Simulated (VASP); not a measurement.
Runs of VASP 6.6.1 on Al. The structure is that of space group Fm-3m (No. 225), or close to it. The cells are those of the table. 

```tsv
cell	gap on the mesh (eV)	pressure (GPa)
a = 2.886 Å, angles 60.0°, 1 atom	none	-2.2
a = 2.799 Å, angles 60.0°, 1 atom	none	5.4
a = 2.769 Å, angles 60.0°, 1 atom	none	(b)
a = 2.829 Å, angles 60.0°, 1 atom	none	2.5
a = 2.914 Å, angles 60.0°, 1 atom	none	-4.0
a = 2.941 Å, angles 60.0°, 1 atom	none	(a)
```

Alike in all rows: task single point; level PBE; potentials or basis VASP PAW PBE potentials, release 64 (Al); no spin polarisation; k mesh 18 × 18 × 18; cutoff (eV) 500; smearing gaussian 0.1 eV.

Fill in the values left out.

(a) -5.5; (b) 8.9.

A gap of «none» marks levels without a gap at the run's occupations.
